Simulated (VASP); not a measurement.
Input of a VASP 6.6.1 run:

Contents of INCAR:

```
SYSTEM = Sb
PREC     = Accurate       ! precision mode
ENCUT    = 520            ! plane-wave cutoff, eV
EDIFF    = 1E-7           ! SCF threshold, eV
ISMEAR   = -1             ! smearing method
SIGMA    = 0.15           ! smearing width, eV
LREAL    = .FALSE.        ! projectors in reciprocal space
LASPH    = .TRUE.         ! aspherical terms in the spheres
NELM     = 80             ! most SCF steps
ALGO     = Normal         ! electronic algorithm
ISIF     = 2              ! what is computed and relaxed
LWAVE    = .FALSE.        ! write WAVECAR
LCHARG   = .FALSE.        ! write CHGCAR
GGA      = PE             ! functional
IVDW     = 13             ! dispersion correction
NBANDS   = 8              ! bands
```

KPOINTS

```
Automatic mesh
0
G
  20 20 20
  0 0 0
```

POSCAR

```
Sb
1.0
    3.0616268962      0.0000000000      0.0000000000
    0.0000000000      3.0616268962      0.0000000000
    0.0000000000      0.0000000000      3.0616326824
Sb
1
Direct
    0.0000000000      0.0000000000      0.5000000000
```

Potentials or basis: VASP PAW PBE potentials, release 64 (Sb).

The run is started by

```sh
$ cat potpaw_PBE.64/Sb/POTCAR > POTCAR
$ mpirun -np 1 vasp_std > vasp.out
```

Problem. Predict the pressure.

Solution. 0.0 GPa.

Problem. Estimate the dispersion energy per atom.

Solution. -0.536 eV.

Caveat: pairwise dispersion overbinds metals, which lowers pressure and volume.
